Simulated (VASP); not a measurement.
# BaTiO3 (Amm2) in VASP: settings compared

BaTiO3 is run at these levels: PBEsol, PBEsol+U; tasks: single point.

All numbers are computed with VASP 6.6.1; they aren't measurements. Logs are shortened: lines on timing, memory, paths and dates and some standing lists are left out, and cuts for length are marked.

**1. The cell of the first run**

It takes space group Amm2 (No. 38, orthorhombic). Conventional cell: a = 3.986 Å, b = 5.674 Å, c = 5.690 Å, α = 90.00°, β = 90.00°, γ = 90.00°. Ba (site symmetry mm2) has 12 O at 2.77 to 2.92 Å and 8 Ti at 3.42 to 3.53 Å within 3.7 Å. Ti (site symmetry mm2) has 6 O at 1.93 to 2.09 Å within 2.6 Å. Within 2.6 Å of O (site symmetry mm2) lie 2 Ti at 2.00 Å. Within 2.6 Å of O (site symmetry m) lie 2 Ti at 1.93 to 2.09 Å.

**2. Single point, PBEsol**

File INCAR:

```
SYSTEM = BaTiO3
PREC = Accurate ; ENCUT = 600
EDIFF = 1E-6 ; ISMEAR = 0
SIGMA = 0.01 ; LREAL = .FALSE.
LASPH = .TRUE. ; NELM = 120
ALGO = Normal ; ISIF = 2
LWAVE = .FALSE. ; LCHARG = .TRUE.
GGA = PS ; LELF = .TRUE.
LVHAR = .TRUE. ; NBANDS = 28
GGA_COMPAT = .FALSE.
```

File KPOINTS:

```
Automatic mesh
0
G
  4 4 4
  0 0 0
```

File POSCAR:

```
BaTiO3
1.0
    3.9855000000      0.0000000000      0.0000000000
    0.0000000000      2.8369000000     -2.8451500000
    0.0000000000      2.8369000000      2.8451500000
Ba Ti O
1 1 3
Direct
    0.0000000000      0.0000000000      0.0000000000
    0.5000000000      0.4876000000      0.5124000000
    0.0000000000      0.5126000000      0.4874000000
    0.5000000000      0.0081600000      0.5052400000
    0.5000000000      0.4947600000      0.9918400000
```

Potentials or basis: VASP PAW PBE potentials, release 64 (Ba_sv, Ti_sv, O).

On the command line:

```sh
> cat potpaw_PBE.64/Ba_sv/POTCAR potpaw_PBE.64/Ti_sv/POTCAR potpaw_PBE.64/O/POTCAR > POTCAR
> mpirun -np 1 vasp_std > vasp.out
```

OUTCAR:

```text
SYSTEM = BaTiO3
   PREC = Accurate
   ENCUT = 600
   EDIFF = 1E-6
   ISMEAR = 0
   LREAL = .FALSE.
   LASPH = .TRUE.
   NELM = 120
   ISIF = 2
   GGA = PS

 ion  position               nearest neighbor table
   1  0.000  0.000  0.000-   3 2.77   4 2.81   5 2.81   4 2.81   5 2.81   3 2.84   3 2.84   4 2.84
                             4 2.84   5 2.84   5 2.84   3 2.92   2 3.42   2 3.42   2 3.47   2 3.47
   2  0.500  0.488  0.512-   4 1.93   5 1.93   3 2.00   3 2.00   5 2.09   4 2.09   1 3.42   1 3.42
                             1 3.47   1 3.47   1 3.47   1 3.47   1 3.53   1 3.53
   3  0.000  0.513  0.487-   2 2.00   2 2.00   1 2.77   1 2.84   1 2.84   1 2.92
   4  0.500  0.008  0.505-   2 1.93   2 2.09   1 2.81   1 2.81   1 2.84   1 2.84
   5  0.500  0.495  0.992-   2 1.93   2 2.09   1 2.81   1 2.81   1 2.84   1 2.84

  LATTYP: Found a base centered orthorhombic cell.
 ALAT       =     5.6738000000
 B/A-ratio  =     1.0029081039
 C/A-ratio  =     0.7024392823

  Lattice vectors:

 A1 = (   0.0000000000,   2.8369000000,  -2.8451500000)
 A2 = (   0.0000000000,   2.8369000000,   2.8451500000)
 A3 = (   3.9855000000,   0.0000000000,   0.0000000000)

Analysis of symmetry for initial positions (statically):
=====================================================================
 Subroutine PRICEL returns:
 Original cell was already a primitive cell.

 Routine SETGRP: Setting up the symmetry group for a
 base centered orthorhombic supercell.

 Subroutine GETGRP returns: Found  4 space group operations
 (whereof  4 operations were pure point group operations)
 out of a pool of  8 trial point group operations.

The static configuration has the point symmetry C_2v.

Analysis of symmetry for dynamics (positions and initial velocities):
=====================================================================
 Subroutine PRICEL returns:
 Original cell was already a primitive cell.

 Routine SETGRP: Setting up the symmetry group for a
 base centered orthorhombic supercell.

 Subroutine GETGRP returns: Found  4 space group operations
 (whereof  4 operations were pure point group operations)
 out of a pool of  8 trial point group operations.

The dynamic configuration has the point symmetry C_2v.

 Subroutine INISYM returns: Found  4 space group operations
 (whereof  4 operations are pure point group operations),
 and found     1 'primitive' translations

----------------------------------------------------------------------------------------

                                     Primitive cell

  volume of cell :      64.3372

  direct lattice vectors                    reciprocal lattice vectors
     3.985500000  0.000000000  0.000000000     0.250909547  0.000000000  0.000000000
     0.000000000  2.836900000 -2.845150000     0.000000000  0.176248722 -0.175737659
     0.000000000  2.836900000  2.845150000     0.000000000  0.176248722  0.175737659

  length of vectors
     3.985500000  4.017820321  4.017820321     0.250909547  0.248892219  0.248892219

  position of ions in fractional coordinates (direct lattice)
     0.000000000  0.000000000  0.000000000
     0.500000000  0.487600000  0.512400000
     0.000000000  0.512600000  0.487400000
     0.500000000  0.008160000  0.505240000
     0.500000000  0.494760000  0.991840000

  ion indices of the primitive-cell ions
   primitive index   ion index
                 1           1
                 2           2
                 3           3
                 4           4
                 5           5

----------------------------------------------------------------------------------------

 KPOINTS: Automatic mesh

Automatic generation of k-mesh.
 Grid dimensions read from file:
 generate k-points for:    4    4    4

 Generating k-lattice:

  Cartesian coordinates                     Fractional coordinates (reciprocal lattice)
     0.062727387  0.000000000  0.000000000     0.250000000  0.000000000  0.000000000
     0.000000000  0.044062181 -0.043934415     0.000000000  0.250000000  0.000000000
     0.000000000  0.044062181  0.043934415     0.000000000  0.000000000  0.250000000

  Length of vectors
     0.062727387  0.062223055  0.062223055

  Shift w.r.t. Gamma in fractional coordinates (k-lattice)
     0.000000000  0.000000000  0.000000000

 Subroutine IBZKPT returns following result:
 ===========================================

 Found     21 irreducible k-points:

 Following reciprocal coordinates:
            Coordinates               Weight
  0.000000  0.000000  0.000000      1.000000
  0.250000  0.000000  0.000000      2.000000
  0.500000  0.000000  0.000000      1.000000
  0.000000  0.250000  0.000000      4.000000
  0.250000  0.250000  0.000000      8.000000
  0.500000  0.250000  0.000000      4.000000
[... 13 lines left out ...]
  0.250000  0.500000  0.500000      2.000000
  0.500000  0.500000  0.500000      1.000000
   k-points           NKPTS =     21   k-points in BZ     NKDIM =     21   number of bands    NBANDS=     28
   number of dos      NEDOS =    301   number of ions     NIONS =      5
   total plane-waves  NPLWV =  32768
   dimension x,y,z NGX =    32 NGY =   32 NGZ =   32
   dimension x,y,z NGXF=    64 NGYF=   64 NGZF=   64
   ions per type =               1   1   3
   NGX,Y,Z   is equivalent  to a cutoff of  13.35, 13.24, 13.24 a.u.
   NGXF,Y,Z  is equivalent  to a cutoff of  26.70, 26.48, 26.48 a.u.
 SYSTEM =  BaTiO3
   PREC   = accura    normal or accurate (medium, high low for compatibility)
   ISTART =      0    job   : 0-new  1-cont  2-samecut
   ICHARG =      2    charge: 1-file 2-atom 10-const
   ISPIN  =      1    spin polarized calculation?
   LNONCOLLINEAR =      F non collinear calculations
   LSORBIT =      F    spin-orbit coupling
   LASPH  =      T    aspherical Exc in radial PAW
   ENCUT  =  600.0 eV  44.10 Ry    6.64 a.u.   7.96  8.02  8.02*2*pi/ulx,y,z
   NELM   =    120;   NELMIN=  2; NELMDL= -5     # of ELM steps
   EDIFF  = 0.1E-05   stopping-criterion for ELM
   LREAL  =      F    real-space projection
   EDIFFG = 0.1E-04   stopping-criterion for IOM
   NSW    =      0    number of steps for IOM
   IBRION =     -1    ionic relax: 0-MD 1-quasi-New 2-CG
   NFREE  =      0    steps in history (QN), initial steepest desc. (CG)
   ISIF   =      2    stress and relaxation
   ISYM   =      2    0-nonsym 1-usesym 2-fastsym
   POTIM  = 0.5000    time-step for ionic-motion
   TEBEG  =    0.0;   TEEND  =   0.0 temperature during run
   PSTRESS=    0.0 pullay stress
   NELECT =      40.0000    total number of electrons
   NUPDOWN=      -1.0000    fix difference up-down
   EMIN   =  10.00;   EMAX   =-10.00  energy-range for DOS
   EFERMI =   0.00;   METHOD = LEGACY
   ISMEAR =     0;   SIGMA  =   0.01  broadening in eV -4-tet -1-fermi 0-gaus
   EFERMI_NEDOS =   21; number of points for ismear=-14 and -15
   IALGO  =     38    algorithm
   IMIX   =      4    mixing-type and parameters
     AMIX     =   0.40;   BMIX     =  1.00
     AMIX_MAG =   1.60;   BMIX_MAG =  1.00
  volume/ion in A,a.u.               =      12.87        86.83
  Fermi-wavevector in a.u.,A,eV,Ry     =   1.397250  2.640420 26.562762  1.952308
  Thomas-Fermi vector in A             =   2.520525
   LORBIT       =      0    0 simple, 1 ext, 2 COOP (PROOUT), +10 PAW based schemes
   GGA     = PS    functional components
   LHFCALC =     F    Hartree Fock is set to
   AEXX    =    0.0000 exact exchange contribution
   IVDW    =     0    specifies the selected vdW correction
   LEPSILON=     F    determine dielectric tensor
   LRPA    =     F    only Hartree local field effects (RPA)
 non-spin polarized calculation
 Gauss-broadening in eV      SIGMA  =   0.01
  energy-cutoff  :      600.00
  volume of cell :       64.34
 maximum number of plane-waves:      2176
 NGX is ok and might be reduce to    32
   NGX = 15   NGY = 17   NGZ = 17

 number of electron      39.9999992 magnetization

 Free energy of the ion-electron system (eV)
  ---------------------------------------------------
  ext. energy  EPLUGINS =         0.00000000
  ---------------------------------------------------
  free energy    TOTEN  =       -41.97213321 eV

  energy without entropy =      -41.97213321  energy(sigma->0) =      -41.97213321

 E-fermi :   3.7768     XC(G=0): -11.4949

 val. band max:        3.6632466398   @ k =   0.5000   0.5000   0.5000
 cond. band min:       5.4589277517   @ k =   0.0000   0.0000   0.0000
 fundamental gap:      1.7956811119
 Fermi energy:         3.7767631973

 k-point     1 :       0.0000    0.0000    0.0000
  band No.  band energies     occupation
      1     -52.6529      2.00000
      2     -28.9926      2.00000
      3     -28.9900      2.00000
      4     -28.9753      2.00000
      5     -21.1111      2.00000
      6     -13.1419      2.00000
[... 20 lines left out ...]
     27       8.6194      0.00000
     28      10.7908      0.00000

 k-point     2 :       0.2500    0.0000    0.0000
  band No.  band energies     occupation
      1     -52.6523      2.00000
      2     -29.0035      2.00000
      3     -28.9916      2.00000
      4     -28.9888      2.00000
      5     -21.0493      2.00000
      6     -13.2122      2.00000
[... 20 lines left out ...]
     27       9.6800      0.00000
     28      11.9611      0.00000

 k-point     3 :       0.5000    0.0000    0.0000
  band No.  band energies     occupation
      1     -52.6518      2.00000
      2     -29.0312      2.00000
      3     -28.9904      2.00000
      4     -28.9877      2.00000
      5     -20.9857      2.00000
      6     -13.3713      2.00000
[... 20 lines left out ...]
     27      11.1658      0.00000
     28      11.7974      0.00000

 k-point     4 :       0.0000    0.2500    0.0000
  band No.  band energies     occupation
      1     -52.6524      2.00000
      2     -29.0172      2.00000
      3     -28.9902      2.00000
      4     -28.9743      2.00000
      5     -21.0526      2.00000
      6     -13.2188      2.00000
[... 485 lines left out ...]
     27      11.7187      0.00000
     28      13.5079      0.00000

 k-point    20 :       0.2500    0.5000    0.5000
  band No.  band energies     occupation
      1     -52.6504      2.00000
      2     -29.0392      2.00000
      3     -29.0368      2.00000
      4     -28.9985      2.00000
      5     -20.8811      2.00000
      6     -12.5140      2.00000
[... 20 lines left out ...]
     27      11.6661      0.00000
     28      11.7403      0.00000

 k-point    21 :       0.5000    0.5000    0.5000
  band No.  band energies     occupation
      1     -52.6498      2.00000
      2     -29.0379      2.00000
      3     -29.0354      2.00000
      4     -29.0253      2.00000
      5     -20.8452      2.00000
      6     -12.2339      2.00000
[... 20 lines left out ...]
     27      11.4277      0.00000
     28      11.4650      0.00000

------------------------ aborting loop because EDIFF is reached ----------------------------------------

  FORCE on cell =-STRESS in cart. coord.  units (eV):
  Direction    XX          YY          ZZ          XY          YZ          ZX
  --------------------------------------------------------------------------------------
  -------------------------------------------------------------------------------------
  Total       -0.8719004     -0.7821662     -1.0416846      0.0000000      0.0000000      0.0000000
  in kB      -21.7127818    -19.4781453    -25.9408872      0.0000000      0.0000000      0.0000000
  external PRESSURE =     -22.3772714 kB  Pullay stress =       0.0000000 kB

 VOLUME and BASIS-vectors are now :
 -----------------------------------------------------------------------------
  energy-cutoff  :      600.00
  volume of cell :       64.34
      direct lattice vectors                 reciprocal lattice vectors
     3.985500000  0.000000000  0.000000000     0.250909547  0.000000000  0.000000000
     0.000000000  2.836900000 -2.845150000     0.000000000  0.176248722 -0.175737659
     0.000000000  2.836900000  2.845150000     0.000000000  0.176248722  0.175737659

 POSITION                                       TOTAL-FORCE (eV/Angst)
 -----------------------------------------------------------------------------------
      0.00000      0.00000      0.00000         0.000000      0.000000      0.157437
      1.99275      2.83690      0.07056         0.000000      0.000000      0.269154
      0.00000      2.83690     -0.07170         0.000000      0.000000      0.186984
      1.99275      1.45646      1.41427         0.000000      0.018451     -0.306787
      1.99275      4.21734      1.41427         0.000000     -0.018451     -0.306787
 -----------------------------------------------------------------------------------
    total drift:                                0.000000      0.000000     -0.000436

  FREE ENERGIE OF THE ION-ELECTRON SYSTEM (eV)
  ---------------------------------------------------
  free  energy   TOTEN  =       -41.9721332135 eV

  energy  without entropy=      -41.9721332135  energy(sigma->0) =      -41.97213321
```

Wall time 24 s (1 thread of AMD EPYC 9R45 (Zen 5), shared host); peak memory 0.17 GiB.

What came out:

| Property | Result |
| --- | --- |
| Free energy | -41.9721 eV |
| Pressure | -2.2 GPa |
| Largest force | 0.307 eV/Å |
| Band gap on the k mesh | 1.80 eV (least direct gap 2.00 eV) |

Forces on the atoms (eV/Å):
```
Ba   0.000  0.000  0.157
Ti   0.000  0.000  0.269
O    0.000  0.000  0.187
O    0.000  0.018 -0.307
O    0.000 -0.018 -0.307
```

Stress tensor (GPa, compression positive):
```
-2.17  0.00  0.00
 0.00 -1.95  0.00
 0.00  0.00 -2.59
```

Caveat: the PAW data sets were made with another functional, which shifts forces and pressure a little; spin-orbit coupling is left out, which moves the levels of the heavy elements. A k mesh can miss the band edges.

**3. Single point, PBEsol+U**

File INCAR:

```
SYSTEM = BaTiO3
PREC = Accurate
ENCUT = 600
EDIFF = 1E-6
ISMEAR = 0
SIGMA = 0.01
LREAL = .False.
LASPH = .True.
NELM = 200
ALGO = Normal
ISIF = 2
LWAVE = .False.
LCHARG = .False.
LMAXMIX = 4
LDAU = .True.
LDAUTYPE = 2
LDAUL = -1 2 -1
LDAUU = 0 1.5 0
LDAUJ = 0 0 0
LDAUPRINT = 1
GGA = PS
NBANDS = 28
GGA_COMPAT = .False.
```

File KPOINTS:

```
Automatic mesh
0
Gamma
  4 4 4
  0 0 0
```

POSCAR is that of step 2.

Potentials or basis: VASP PAW PBE potentials, release 64 (Ba_sv, Ti_sv, O).

On the command line:

```sh
> cat potpaw_PBE.64/Ba_sv/POTCAR potpaw_PBE.64/Ti_sv/POTCAR potpaw_PBE.64/O/POTCAR > POTCAR
> mpirun -np 1 vasp_std > vasp.out
```

Run time: 24 s. Hardware: 1 thread of AMD EPYC 9R45 (Zen 5), shared host; peak memory 0.17 GiB.

Results (log left out):

```yaml
Free_energy: -40.9268 eV
Pressure: -1.2 GPa
Largest_force: 0.212 eV/Å
Band_gap_on_the_k_mesh: 1.95 eV (least direct gap 2.17 eV)
```

Forces on the atoms (eV/Å):
```
Ba   0.000  0.000  0.162
Ti   0.000  0.000  0.034
O    0.000  0.000  0.197
O    0.000 -0.080 -0.197
O    0.000  0.080 -0.197
```

Stress tensor (GPa, compression positive):
```
-1.13  0.00  0.00
 0.00 -0.90  0.00
 0.00  0.00 -1.56
```

Levels at points of the mesh, in eV from the valence-band top:
| k point | band 17 | band 18 | band 19 | band 20 | band 21 | band 22 | band 23 | band 24 |
| --- | --- | --- | --- | --- | --- | --- | --- | --- |
| (0.00, 0.00, 0.00) | -1.11 | -0.36 | -0.26 | -0.22 | 1.95 | 2.01 | 2.16 | 4.04 |
| (0.50, 0.00, 0.00) | -1.82 | -1.74 | -0.86 | -0.81 | 2.17 | 3.64 | 3.73 | 4.02 |
| (0.00, 0.50, 0.00) | -1.84 | -1.69 | -0.85 | -0.78 | 2.22 | 3.67 | 3.70 | 4.07 |
| (0.50, 0.50, 0.00) | -1.79 | -0.90 | -0.89 | -0.09 | 3.70 | 3.71 | 4.09 | 4.76 |
| (0.00, 0.50, 0.50) | -1.74 | -0.93 | -0.89 | -0.14 | 3.68 | 3.74 | 4.09 | 4.89 |
| (0.50, 0.50, 0.50) | -2.38 | -0.04 | -0.01 | 0.00 | 4.30 | 4.35 | 4.36 | 6.50 |

Eigenvalues of the final occupation matrices:
| site | spin | trace | eigenvalues |
| --- | --- | --- | --- |
| site 2 d | 1 | 0.85 | 0.12 0.12 0.12 0.24 0.25 |
| site 2 d | 2 | 0.85 | 0.12 0.12 0.12 0.24 0.25 |

Caveat: the PAW data sets were made with another functional, which shifts forces and pressure a little; spin-orbit coupling is left out, which moves the levels of the heavy elements. A k mesh can miss the band edges.
